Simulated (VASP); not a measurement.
Runs of VASP 6.6.1 on ZrB. The structure is that of space group Fm-3m (No. 225), or close to it. The cells are those of the table. 

```csv
task,cell,k mesh,cutoff (eV),smearing,gap on the mesh (eV),pressure (GPa),relaxed volume (Å³/atom)
single point,"a = 3.416 Å, angles 60.0°, 2 atoms",18 × 18 × 18,520,gaussian 0.15 eV,none,0.4,-
single point,"a = 3.416 Å, angles 60.0°, 2 atoms",16 × 16 × 16,520,gaussian 0.1 eV,none,0.3,-
single point,"a = 3.416 Å, angles 60.0°, 2 atoms",16 × 16 × 16,520,gaussian 0.15 eV,none,0.4,-
single point,"a = 3.288 Å, angles 60.0°, 2 atoms",6 × 6 × 6,500,gaussian 0.1 eV,none,25.8,-
relaxation of cell and atoms,"relaxed from a = 3.416 Å, angles 60.0°, 2 atoms",16 × 16 × 16,600,gaussian 0.1 eV,none,0.0,(a)
single point,"a = 3.416 Å, angles 60.0°, 2 atoms",8 × 8 × 8,500,gaussian 0.1 eV,none,0.4,-
relaxation of cell and atoms,"relaxed from a = 3.288 Å, angles 60.0°, 2 atoms",8 × 8 × 8,500,gaussian 0.1 eV,none,-0.1,14.14
```

Alike in all rows: level LDA; potentials or basis VASP PAW LDA potentials, release 64 (Zr_sv, B); no spin polarisation.

Estimate the missing entries.

(a) 14.12.

Caveats: some runs use coarse meshes; the volume moved by +12 % from the deposited cell, more than functionals usually miss (some runs).

A k mesh can miss the band edges, and the runs leave out spin-orbit coupling on Zr.

A gap of «none» marks levels without a gap at the run's occupations.
